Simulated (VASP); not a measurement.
# Ir (Fm-3m) in VASP: notebook, part 3 of 3

VASP 6.6.1. Earlier steps stand in the parts before.

### Step 5. Single point, LDA

This run uses another cell than the first one, of 14.06 Å³/atom, 1.064 times its volume.

Contents of INCAR:

```
PREC = Accurate ; ENCUT = 520
EDIFF = 1E-6 ; ISMEAR = -1
SIGMA = 0.2 ; LREAL = F
LASPH = T ; NELM = 80
ALGO = Normal ; ISIF = 2
LWAVE = F ; LCHARG = F
GGA = CA ; NBANDS = 10
```

Contents of KPOINTS:

```
Automatic mesh
0
Gamma
  15 15 15
```

Contents of POSCAR:

```
Ir
1.0
    0.0000000000      1.9156000000      1.9156000000
    1.9156000000      0.0000000000      1.9156000000
    1.9156000000      1.9156000000      0.0000000000
Ir
1
Direct
    0.0000000000      0.0000000000      0.0000000000
```

Potentials or basis: VASP PAW LDA potentials, release 64 (Ir).

Started as:

```sh
$ cat potpaw_LDA.64/Ir/POTCAR > POTCAR
$ mpirun -np 1 vasp_std > vasp.out
```

OUTCAR:

```text
PREC = Accurate
   ENCUT = 520
   EDIFF = 1E-6
   ISMEAR = -1
   LREAL = F
   LASPH = T
   NELM = 80
   ISIF = 2
   GGA = CA

 ion  position               nearest neighbor table
   1  0.000  0.000  0.000-

  LATTYP: Found a face centered cubic cell.
 ALAT       =     3.8312000000

  Lattice vectors:

 A1 = (   0.0000000000,   1.9156000000,   1.9156000000)
 A2 = (   1.9156000000,   0.0000000000,   1.9156000000)
 A3 = (   1.9156000000,   1.9156000000,   0.0000000000)

Analysis of symmetry for initial positions (statically):
=====================================================================
 Subroutine PRICEL returns:
 Original cell was already a primitive cell.

 Routine SETGRP: Setting up the symmetry group for a
 face centered cubic supercell.

 Subroutine GETGRP returns: Found 48 space group operations
 (whereof 48 operations were pure point group operations)
 out of a pool of 48 trial point group operations.

The static configuration has the point symmetry O_h .

Analysis of symmetry for dynamics (positions and initial velocities):
=====================================================================
[... 155 lines left out ...]
 E-fermi :  10.3870     XC(G=0): -14.1755

 val. band max:       10.3410723510   @ k =  -0.4667   0.4000   0.0667
 cond. band min:      10.3879727098   @ k =   0.3333   0.0667   0.0000
 fundamental gap:      0.0469003588
 Fermi energy:        10.3869673891

 k-point     1 :       0.0000    0.0000    0.0000
  band No.  band energies     occupation
      1      -0.7525      2.00000
      2       6.4709      2.00000
      3       6.4709      2.00000
      4       6.4709      2.00000
      5       9.2225      1.99410
      6       9.2225      1.99410
      7      24.7545      0.00000
      8      30.3268      0.00000
      9      30.3268      0.00000
     10      30.3268      0.00000
[... 287 lines left out ...]
 k-point    24 :       0.2000    0.1333    0.0000
  band No.  band energies     occupation
      1       0.9098      2.00000
      2       5.4121      2.00000
      3       7.2677      2.00000
      4       7.3642      2.00000
      5       8.1859      1.99997
      6       9.6954      1.93894
      7      27.4861      0.00000
      8      27.5727      0.00000
      9      30.6555      0.00000
     10      31.1932      0.00000

 [... further k-points ...]
[... 5 lines left out ...]
  --------------------------------------------------------------------------------------
  -------------------------------------------------------------------------------------
  Total       -0.2326192     -0.2326192     -0.2326192      0.0000000      0.0000000     -0.0000000
  in kB      -26.5101178    -26.5101178    -26.5101178      0.0000000      0.0000000     -0.0000000
  external PRESSURE =     -26.5101178 kB  Pullay stress =       0.0000000 kB

 VOLUME and BASIS-vectors are now :
 -----------------------------------------------------------------------------
  energy-cutoff  :      520.00
  volume of cell :       14.06
      direct lattice vectors                 reciprocal lattice vectors
     0.000000000  1.915600000  1.915600000    -0.261014826  0.261014826  0.261014826
     1.915600000  0.000000000  1.915600000     0.261014826 -0.261014826  0.261014826
     1.915600000  1.915600000  0.000000000     0.261014826  0.261014826 -0.261014826

 POSITION                                       TOTAL-FORCE (eV/Angst)
 -----------------------------------------------------------------------------------
      0.00000      0.00000      0.00000         0.000000     -0.000000     -0.000000
 -----------------------------------------------------------------------------------
    total drift:                                0.000000      0.000000     -0.000000

  FREE ENERGIE OF THE ION-ELECTRON SYSTEM (eV)
  ---------------------------------------------------
  free  energy   TOTEN  =       -10.3876617455 eV

  energy  without entropy=      -10.2664999838  energy(sigma->0) =      -10.32708086
```

OSZICAR:

```text
N       E                     dE             d eps       ncg     rms          rms(c)
DAV:   1     0.482654055515E+02    0.48265E+02   -0.43379E+03  2416   0.820E+02
DAV:   2    -0.100874470355E+02   -0.58353E+02   -0.55596E+02  2438   0.199E+02
DAV:   3    -0.109905613422E+02   -0.90311E+00   -0.89969E+00  2820   0.308E+01
DAV:   4    -0.109992042358E+02   -0.86429E-02   -0.86408E-02  2708   0.271E+00
DAV:   5    -0.109993951490E+02   -0.19091E-03   -0.19091E-03  2806   0.389E-01    0.161E+01
DAV:   6    -0.104858008628E+02    0.51359E+00   -0.91723E-01  2698   0.118E+01    0.641E+00
DAV:   7    -0.103950158968E+02    0.90785E-01   -0.25739E-01  2922   0.564E+00    0.154E+00
DAV:   8    -0.103921138421E+02    0.29021E-02   -0.17413E-03  2596   0.436E-01    0.117E+00
DAV:   9    -0.103876726549E+02    0.44412E-02   -0.23163E-03  2648   0.724E-01    0.449E-02
DAV:  10    -0.103876612786E+02    0.11376E-04   -0.13098E-05  3466   0.387E-02    0.975E-03
DAV:  11    -0.103876617455E+02   -0.46685E-06   -0.14077E-06  2524   0.933E-03
   1 F= -.10387662E+02 E0= -.10327081E+02  d E =-.121162E+00
```

stdout:

```text
POSCAR found type information on POSCAR Ir
 POSCAR found :  1 types and       1 ions
 scaLAPACK will be used
 LDA part: xc-table for (Slater(with rela. corr.)+CA(PZ))
 , standard interpolation
 POSCAR, INCAR and KPOINTS ok, starting setup
 FFT: planning ... GRIDC
 FFT: planning ... GRID_SOFT
 FFT: planning ... GRID
 WAVECAR not read
 entering main loop
```

It took 17 s on 1 thread of Intel Xeon Platinum 8259CL at 2.50GHz (Skylake/Cascade Lake), shared host; peak memory 0.13 GiB.

Results:

```
Free energy : -10.3877 eV
Pressure    : -2.7 GPa
```

Caveat: spin-orbit coupling is left out, which moves the levels of the heavy elements.

### Step 6. Summary

```csv
cell,gap on the mesh (eV),pressure (GPa)
"a = 2.654 Å, angles 60.0°, 1 atom",none,25.2
"a = 2.672 Å, angles 60.0°, 1 atom",none,14.7
"a = 2.691 Å, angles 60.0°, 1 atom",none,5.5
"a = 2.709 Å, angles 60.0°, 1 atom",none,-2.7
```

Alike in all rows: task single point; level LDA; potentials or basis VASP PAW LDA potentials, release 64 (Ir); no spin polarisation; k mesh 15 × 15 × 15; cutoff (eV) 520; smearing fermi-dirac 0.2 eV.

Caveats: spin-orbit coupling is left out, which moves the levels of the heavy elements.

Total energies depend on the potentials used, so only differences within one code and one set of settings carry meaning.
